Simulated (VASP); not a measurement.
Here is a VASP 6.6.1 calculation.

File INCAR:

```
  ALGO = Normal
  EDIFF = 1E-6
  ENCUT = 520
  GGA = PE
  ISIF = 2
  ISMEAR = 0
  LASPH = True
  LCHARG = False
  LREAL = False
  LWAVE = False
  NBANDS = 11
  NELM = 60
  PREC = Accurate
  SIGMA = 0.05
```

KPOINTS

```
k-points
0
Gamma
  8 8 8
```

The input POSCAR:

```
Pt
1.0
    0.0000000000      2.0017291591      2.0017291591
    2.0017291591      0.0000000000      2.0017291591
    2.0017291591      2.0017291591      0.0000000000
Pt
1
Direct
    0.0000000000      0.0000000000      0.0000000000
```

Potentials or basis: VASP PAW PBE potentials, release 64 (Pt).

Run with:

```console
$ cat potpaw_PBE.64/Pt/POTCAR > POTCAR
$ mpirun -np 1 vasp_std > vasp.out
```

(1) Estimate the band gap on the k mesh.

(2) What does it give for the pressure?

## Answers

(1) zero (band 5 reaches 10.50 eV, above the bottom of band 6 at 8.51 eV).

(2) -7.0 GPa.

Caveat: spin-orbit coupling is left out, which moves the levels of the heavy elements.
